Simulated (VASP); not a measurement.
# Mn (Pm-3m) in VASP: single point with LDA

Aim: the single point of Mn with LDA.

Everything below comes from runs of VASP 6.6.1. Logs are shortened: lines on timing, memory, paths and dates and some standing lists are left out, and cuts for length are marked.

## 1. The cell of the first run

It takes space group Pm-3m (No. 221, cubic). The conventional cell has a = 1.642 Å, b = 1.642 Å, c = 1.642 Å, α = 90.00°, β = 90.00°, γ = 90.00°. Mn (site symmetry m-3m) has 6 Mn at 1.64 Å within 2.2 Å.

This isn't the form of Mn at room conditions, which is a 58-atom cubic cell.

## 2. Single point, LDA, collinear spin, ferromagnetic start (4.43 Å³/atom)

Input file POSCAR:

```
Mn
1.0
    1.6424929516      0.0000000000      0.0000000000
    0.0000000000      1.6424929516      0.0000000000
    0.0000000000      0.0000000000      1.6424929516
Mn
1
Direct
    0.0000000000      0.0000000000      0.0000000000
```

Input file INCAR.step1:

```
SYSTEM = Mn
ALGO     = Normal         ! electronic algorithm
EDIFF    = 1E-6           ! SCF threshold, eV
ENCUT    = 510            ! plane-wave cutoff, eV
GGA      = CA             ! functional
GGA_COMPAT= .False.      
ISIF     = 2              ! what is computed and relaxed
ISMEAR   = -1             ! smearing method
ISPIN    = 2              ! spin polarisation
LASPH    = .True.         ! aspherical terms in the spheres
LCHARG   = .True.         ! write CHGCAR
LMAXMIX  = 4              ! l up to which the mixer works
LORBIT   = 11             ! projections on sites
LREAL    = .False.        ! projectors in reciprocal space
LWAVE    = .False.        ! write WAVECAR
MAGMOM   = 3              ! initial moments
NBANDS   = 18             ! bands
NEDOS    = 2001           ! points of the DOS
NELM     = 200            ! most SCF steps
PREC     = Accurate       ! precision mode
SIGMA    = 0.1            ! smearing width, eV
```

Input file KPOINTS.step1:

```
k-points
0
Gamma
  19 19 19
  0 0 0
```

Input file INCAR.step2:

```
SYSTEM = Mn
ALGO     = Normal         ! electronic algorithm
EDIFF    = 1E-6           ! SCF threshold, eV
ENCUT    = 510            ! plane-wave cutoff, eV
GGA      = CA             ! functional
GGA_COMPAT= .False.      
ICHARG   = 11             ! starting density
ISIF     = 2              ! what is computed and relaxed
ISMEAR   = -5             ! smearing method
ISPIN    = 2              ! spin polarisation
LASPH    = .True.         ! aspherical terms in the spheres
LCHARG   = .False.        ! write CHGCAR
LMAXMIX  = 4              ! l up to which the mixer works
LORBIT   = 10             ! projections on sites
LREAL    = .False.        ! projectors in reciprocal space
LWAVE    = .False.        ! write WAVECAR
MAGMOM   = 3              ! initial moments
NBANDS   = 18             ! bands
NEDOS    = 2001           ! points of the DOS
NELM     = 200            ! most SCF steps
PREC     = Accurate       ! precision mode
SIGMA    = 0.1            ! smearing width, eV
```

Input file KPOINTS.step2:

```
k-points
0
Gamma
  29 29 29
  0 0 0
```

Potentials or basis: VASP PAW LDA potentials, release 64 (Mn_sv).

The run is started by

```bash
$ cat potpaw_LDA.64/Mn_sv/POTCAR > POTCAR
$ cp INCAR.step1 INCAR
$ cp KPOINTS.step1 KPOINTS
$ mpirun -np 1 vasp_std > vasp.out
$ cp INCAR.step2 INCAR
$ cp KPOINTS.step2 KPOINTS
$ mpirun -np 1 vasp_std > vasp.out
```

OUTCAR:

```text
SYSTEM = Mn
   EDIFF = 1E-6
   ENCUT = 510
   GGA = CA
   ICHARG = 11
   ISIF = 2
   ISMEAR = -5
   ISPIN = 2
   LASPH = .True.
   LORBIT = 10
   LREAL = .False.
   NELM = 200
   PREC = Accurate

 ion  position               nearest neighbor table
   1  0.000  0.000  0.000-

  LATTYP: Found a simple cubic cell.
 ALAT       =     1.6424929516

  Lattice vectors:

 A1 = (   1.6424929516,   0.0000000000,   0.0000000000)
 A2 = (   0.0000000000,   1.6424929516,   0.0000000000)
 A3 = (   0.0000000000,   0.0000000000,   1.6424929516)

Analysis of symmetry for initial positions (statically):
=====================================================================
 Subroutine PRICEL returns:
 Original cell was already a primitive cell.

 Routine SETGRP: Setting up the symmetry group for a
 simple cubic supercell.

 Subroutine GETGRP returns: Found 48 space group operations
 (whereof 48 operations were pure point group operations)
 out of a pool of 48 trial point group operations.

The static configuration has the point symmetry O_h .

Analysis of symmetry for dynamics (positions and initial velocities):
=====================================================================
 Subroutine PRICEL returns:
 Original cell was already a primitive cell.

 Routine SETGRP: Setting up the symmetry group for a
 simple cubic supercell.

 Subroutine GETGRP returns: Found 48 space group operations
 (whereof 48 operations were pure point group operations)
 out of a pool of 48 trial point group operations.

The dynamic configuration has the point symmetry O_h .

Analysis of structural, dynamic, and magnetic symmetry:
=====================================================================
 Subroutine PRICEL returns:
 Original cell was already a primitive cell.

 Routine SETGRP: Setting up the symmetry group for a
 simple cubic supercell.

 Subroutine GETGRP returns: Found 48 space group operations
 (whereof 48 operations were pure point group operations)
 out of a pool of 48 trial point group operations.

The overall configuration has the point symmetry O_h .

 Subroutine INISYM returns: Found 48 space group operations
 (whereof 48 operations are pure point group operations),
 and found     1 'primitive' translations

----------------------------------------------------------------------------------------

                                     Primitive cell

  volume of cell :       4.4311

  direct lattice vectors                    reciprocal lattice vectors
     1.642492952  0.000000000  0.000000000     0.608830619  0.000000000  0.000000000
     0.000000000  1.642492952  0.000000000     0.000000000  0.608830619  0.000000000
     0.000000000  0.000000000  1.642492952     0.000000000  0.000000000  0.608830619

  length of vectors
     1.642492952  1.642492952  1.642492952     0.608830619  0.608830619  0.608830619

  position of ions in fractional coordinates (direct lattice)
     0.000000000  0.000000000  0.000000000

  ion indices of the primitive-cell ions
   primitive index   ion index
                 1           1

----------------------------------------------------------------------------------------

 KPOINTS: k-points

Automatic generation of k-mesh.
 Grid dimensions read from file:
 generate k-points for:   29   29   29

 Generating k-lattice:

  Cartesian coordinates                     Fractional coordinates (reciprocal lattice)
     0.020994159  0.000000000  0.000000000     0.034482759  0.000000000  0.000000000
     0.000000000  0.020994159  0.000000000     0.000000000  0.034482759  0.000000000
     0.000000000  0.000000000  0.020994159     0.000000000  0.000000000  0.034482759

  Length of vectors
     0.020994159  0.020994159  0.020994159

  Shift w.r.t. Gamma in fractional coordinates (k-lattice)
     0.000000000  0.000000000  0.000000000

 TETIRR: Found  12153 inequivalent tetrahedra from   146334

 Subroutine IBZKPT returns following result:
 ===========================================

 Found    680 irreducible k-points:

 Following reciprocal coordinates:
            Coordinates               Weight
  0.000000  0.000000  0.000000      1.000000
  0.034483  0.000000  0.000000      6.000000
  0.068966  0.000000  0.000000      6.000000
  0.103448  0.000000  0.000000      6.000000
  0.137931  0.000000  0.000000      6.000000
  0.172414  0.000000  0.000000      6.000000
[... 16 lines left out ...]
  0.275862  0.034483  0.000000     24.000000
  0.310345  0.034483  0.000000     24.000000
 [... further k-points ...]
   k-points           NKPTS =    680   k-points in BZ     NKDIM =    680   number of bands    NBANDS=     18
   number of dos      NEDOS =   2001   number of ions     NIONS =      1
   total plane-waves  NPLWV =   1728
   dimension x,y,z NGX =    12 NGY =   12 NGZ =   12
   dimension x,y,z NGXF=    24 NGYF=   24 NGZF=   24
   ions per type =               1
   NGX,Y,Z   is equivalent  to a cutoff of  12.15, 12.15, 12.15 a.u.
   NGXF,Y,Z  is equivalent  to a cutoff of  24.29, 24.29, 24.29 a.u.
 SYSTEM =  Mn
   PREC   = accura    normal or accurate (medium, high low for compatibility)
   ISTART =      0    job   : 0-new  1-cont  2-samecut
   ICHARG =     11    charge: 1-file 2-atom 10-const
   ISPIN  =      2    spin polarized calculation?
   LNONCOLLINEAR =      F non collinear calculations
   LSORBIT =      F    spin-orbit coupling
   LASPH  =      T    aspherical Exc in radial PAW
   ENCUT  =  510.0 eV  37.48 Ry    6.12 a.u.   3.02  3.02  3.02*2*pi/ulx,y,z
   NELM   =    200;   NELMIN=  2; NELMDL=  0     # of ELM steps
   EDIFF  = 0.1E-05   stopping-criterion for ELM
   LREAL  =      F    real-space projection
   EDIFFG = 0.1E-04   stopping-criterion for IOM
   NSW    =      0    number of steps for IOM
   IBRION =     -1    ionic relax: 0-MD 1-quasi-New 2-CG
   NFREE  =      0    steps in history (QN), initial steepest desc. (CG)
   ISIF   =      2    stress and relaxation
   ISYM   =      2    0-nonsym 1-usesym 2-fastsym
   POTIM  = 0.5000    time-step for ionic-motion
   TEBEG  =    0.0;   TEEND  =   0.0 temperature during run
   PSTRESS=    0.0 pullay stress
   NELECT =      15.0000    total number of electrons
   NUPDOWN=      -1.0000    fix difference up-down
   EMIN   =  10.00;   EMAX   =-10.00  energy-range for DOS
   EFERMI =   0.00;   METHOD = LEGACY
   ISMEAR =    -5;   SIGMA  =   0.10  broadening in eV -4-tet -1-fermi 0-gaus
   EFERMI_NEDOS =   21; number of points for ismear=-14 and -15
   IALGO  =     38    algorithm
   IMIX   =      4    mixing-type and parameters
     AMIX     =   0.40;   BMIX     =  1.00
     AMIX_MAG =   1.60;   BMIX_MAG =  1.00
  volume/ion in A,a.u.               =       4.43        29.90
  Fermi-wavevector in a.u.,A,eV,Ry     =   2.458112  4.645159 82.210707  6.042317
  Thomas-Fermi vector in A             =   3.343142
   LORBIT       =     10    0 simple, 1 ext, 2 COOP (PROOUT), +10 PAW based schemes
   GGA     = CA    functional components
   LHFCALC =     F    Hartree Fock is set to
   AEXX    =    0.0000 exact exchange contribution
   IVDW    =     0    specifies the selected vdW correction
   LEPSILON=     F    determine dielectric tensor
   LRPA    =     F    only Hartree local field effects (RPA)
 spin polarized calculation
 Fermi weights with tetrahedron method with Bloechl corrections
  energy-cutoff  :      510.00
  volume of cell :        4.43
 maximum number of plane-waves:       136

 number of electron      15.0000052 magnetization      -0.0000048

 Free energy of the ion-electron system (eV)
  ---------------------------------------------------
  ext. energy  EPLUGINS =         0.00000000
  ---------------------------------------------------
  free energy    TOTEN  =         5.58936687 eV

  energy without entropy =        5.58936687  energy(sigma->0) =        5.58936687

 E-fermi :  37.1506     XC(G=0): -20.6741

 val. band max:       37.2137155881   @ k =   0.3793   0.2759   0.1034
 cond. band min:      37.1158374125   @ k =   0.2759   0.2414   0.2069
 fundamental gap:     -0.0978781757
 Fermi energy:        37.1506148270

 spin component 1

 k-point     1 :       0.0000    0.0000    0.0000
  band No.  band energies     occupation
      1     -48.0952      1.00000
      2      -9.2631      1.00000
      3      -9.2631      1.00000
      4      -9.2631      1.00000
      5      24.3937      1.00000
      6      24.3937      1.00000
[... 10 lines left out ...]
     17     100.1139      0.00000
     18     100.1139      0.00000

 k-point     2 :       0.0345    0.0000    0.0000
  band No.  band energies     occupation
      1     -48.0659      1.00000
      2      -9.4202      1.00000
      3      -9.2499      1.00000
      4      -9.2499      1.00000
      5      24.4203      1.00000
      6      24.5519      1.00000
[... 10 lines left out ...]
     17     100.1659      0.00000
     18     100.3371      0.00000
[... 442 lines left out ...]
 k-point    24 :       0.3103    0.0345    0.0000
  band No.  band energies     occupation
      1     -46.1227      1.00000
      2     -17.0997      1.00000
      3      -8.5952      1.00000
      4      -8.4402      1.00000
      5      26.2012      1.00000
      6      30.0472      1.00000
[... 10 lines left out ...]
     17      99.2861      0.00000
     18     106.1282      0.00000

 [... further k-points ...]

 spin component 2

 k-point     1 :       0.0000    0.0000    0.0000
  band No.  band energies     occupation
      1     -48.0952      1.00000
      2      -9.2631      1.00000
      3      -9.2631      1.00000
      4      -9.2631      1.00000
      5      24.3937      1.00000
      6      24.3937      1.00000
[... 10 lines left out ...]
     17     100.1139      0.00000
     18     100.1139      0.00000

 k-point     2 :       0.0345    0.0000    0.0000
  band No.  band energies     occupation
      1     -48.0659      1.00000
      2      -9.4202      1.00000
      3      -9.2499      1.00000
      4      -9.2499      1.00000
      5      24.4203      1.00000
      6      24.5519      1.00000
[... 10 lines left out ...]
     17     100.1659      0.00000
     18     100.2549      0.00000
[... 442 lines left out ...]
 k-point    24 :       0.3103    0.0345    0.0000
  band No.  band energies     occupation
      1     -46.1227      1.00000
      2     -17.0997      1.00000
      3      -8.5952      1.00000
      4      -8.4402      1.00000
      5      26.2012      1.00000
      6      30.0472      1.00000
[... 10 lines left out ...]
     17      99.2860      0.00000
     18     106.1282      0.00000

 [... further k-points ...]

------------------------ aborting loop because EDIFF is reached ----------------------------------------

  FORCE on cell =-STRESS in cart. coord.  units (eV):
  Direction    XX          YY          ZZ          XY          YZ          ZX
  --------------------------------------------------------------------------------------
  -------------------------------------------------------------------------------------
  Total       44.3481907     44.3481907     44.3481907      0.0000000      0.0000000      0.0000000
  in kB    16035.2577502  16035.2577502  16035.2577502      0.0000000      0.0000000      0.0000000
  external PRESSURE =   16035.2577502 kB  Pullay stress =       0.0000000 kB

 VOLUME and BASIS-vectors are now :
 -----------------------------------------------------------------------------
  energy-cutoff  :      510.00
  volume of cell :        4.43
      direct lattice vectors                 reciprocal lattice vectors
     1.642492952  0.000000000  0.000000000     0.608830619  0.000000000  0.000000000
     0.000000000  1.642492952  0.000000000     0.000000000  0.608830619  0.000000000
     0.000000000  0.000000000  1.642492952     0.000000000  0.000000000  0.608830619

 POSITION                                       TOTAL-FORCE (eV/Angst)
 -----------------------------------------------------------------------------------
      0.00000      0.00000      0.00000         0.000000      0.000000      0.000000
 -----------------------------------------------------------------------------------
    total drift:                               -0.000000     -0.000000     -0.000000

  FREE ENERGIE OF THE ION-ELECTRON SYSTEM (eV)
  ---------------------------------------------------
  free  energy   TOTEN  =         5.5893668745 eV

  energy  without entropy=        5.5893668745  energy(sigma->0) =        5.58936687

 total charge

# of ion       s       p       d       tot
------------------------------------------
    1        2.516   6.362   6.785  15.663

 magnetization (x)

# of ion       s       p       d       tot
------------------------------------------
    1       -0.000   0.000  -0.000  -0.000
```

Run time: 61 s. Hardware: 1 thread of AMD EPYC 9R45 (Zen 5), shared host; peak memory 0.23 GiB.

Results:

| Item | Value |
| --- | --- |
| Net moment | 0.00 μB per cell |

Caveat: atoms lie so close that the PAW spheres overlap strongly, which falsifies energies and pressures; the moments typed at the start vanished in this run.
